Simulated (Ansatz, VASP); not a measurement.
**P in VASP and in Ansatz**

```
CELL_PARAMETERS angstrom
1.66116 -5.09662 0.00000
1.66116 5.09662 0.00000
0.00000 0.00000 4.16313
ATOMIC_POSITIONS crystal
P 0.39358 0.60642 0.92818
P 0.60642 0.39358 0.07182
P 0.10642 0.89358 0.42818
P 0.89358 0.10642 0.57182
```

Alike in both runs: functional PBE; dispersion D3(BJ); k mesh 12 × 12 × 8; occupations gaussian, width 0.01 eV; no spin polarisation.

Ansatz relaxed the structure, and its values are those at the end. VASP's run is a single point on that final structure, the one shown.

```csv
,VASP,Ansatz
version,VASP 6.6.1,Ansatz 0.2.0
potentials or method,"VASP PAW PBE potentials, release 64 (P), cutoff 520 eV","scalar-relativistic, plane waves, PAW"
valence electrons in the cell,20,20
```

```tsv
	VASP	Ansatz	Ansatz less VASP
gap on the k mesh at the Fermi level (eV)	none	none	-
pressure (GPa)	-0.4	0.0	+0.35
rms of the force components (eV/Å)	0.034	0.002	-0.0323
```

A gap of «none» marks a metal or a gap that the smearing closes.
